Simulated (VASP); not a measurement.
A run of VASP 6.6.1 is set up as follows.

Contents of INCAR:

```
PREC = Accurate ; ENCUT = 600
EDIFF = 1E-6 ; ISMEAR = -1
SIGMA = 0.05 ; LREAL = False
LASPH = True ; NELM = 60
ALGO = Normal ; ISIF = 3
LWAVE = False ; LCHARG = False
GGA = B5 ; ALDAX = 1.0
AGGAX = 1.0 ; AGGAC = 1.0
ALDAC = 0.0 ; IVDW = 13
IBRION = 2 ; NSW = 60
EDIFFG = -0.01 ; VDW_S6 = 1.0
VDW_S8 = 2.34076671 ; VDW_A1 = 0.44488865
VDW_A2 = 4.0933009
```

KPOINTS

```
regular mesh
0
Gamma
  10 10 5
```

Contents of POSCAR:

```
GaN
1.0
    3.1800000000      0.0000000000      0.0000000000
   -1.5900000000      2.7539607840      0.0000000000
    0.0000000000      0.0000000000      5.1660000000
Ga N
2 2
Direct
    0.6666666667      0.3333333333      0.5000000000
    0.3333333333      0.6666666667      0.0000000000
    0.6666666667      0.3333333333      0.8750000000
    0.3333333333      0.6666666667      0.3750000000
```

Potentials or basis: VASP PAW PBE potentials, release 64 (Ga_d, N).

Launch:

```sh
$ cat potpaw_PBE.64/Ga_d/POTCAR potpaw_PBE.64/N/POTCAR > POTCAR
$ mpirun -np 1 vasp_std > vasp.out
```

Problem. Estimate the dispersion energy per atom.

Solution. -0.761 eV.

Problem. Predict the space group after relaxing (to 0.05 Å).

Solution. P6_3mc (No. 186).

Problem. Estimate the relaxed volume.

Solution. 11.46 Å³/atom.

Final structure:
```xyz
4
Lattice="3.1889 0.0000 0.0000 -1.5945 2.7617 0.0000 0.0000 0.0000 5.2051" Properties=species:S:1:pos:R:3 pbc="T T T"
Ga    1.5945    0.9206    2.5993
Ga    0.0000    1.8411    5.2019
N     1.5945    0.9206    4.5577
N     0.0000    1.8411    1.9551
```

Caveat: the PAW data sets were made with another functional, which shifts forces and pressure a little. Zero-point motion and thermal expansion aren't in these numbers.
